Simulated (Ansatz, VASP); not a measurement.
# SnO2: VASP beside Ansatz

```
Sn O
1.0
     4.82723    0.00000    0.00000
     0.00000    4.82712    0.00001
     0.00000    0.00001    3.23848
Sn O
2 4
Direct
  0.00000 0.00000 0.00000
  0.50000 0.50000 0.50000
  0.30655 0.30661 0.00000
  0.19344 0.80660 0.50000
  0.69344 0.69340 0.00000
  0.80655 0.19339 0.50000
```

Change from the starting cell: all atoms moved at random, sigma 0.02 Å a component; relaxed back.

Alike in both runs: functional PBE; k mesh 6 × 6 × 8; occupations gaussian, width 0.05 eV; no spin polarisation.

Ansatz relaxed the structure, and its values are those at the end. VASP's run is a single point on that final structure, the one shown.

|  | VASP | Ansatz |
| --- | --- | --- |
| version | VASP 6.6.1 | Ansatz 0.2.0 |
| potentials or method | VASP PAW PBE potentials, release 64 (Sn_d, O), cutoff 520 eV | scalar-relativistic, plane waves, PAW |
| valence electrons in the cell | 52 | 52 |

```tsv
	VASP	Ansatz	Ansatz less VASP
gap on the k mesh at the Fermi level (eV)	0.67	0.68	+0.012
least direct gap on the mesh (eV)	0.67	0.68	+0.012
pressure (GPa)	0.6	0.0	-0.61
rms of the force components (eV/Å)	0.008	0.000	-0.0077
```
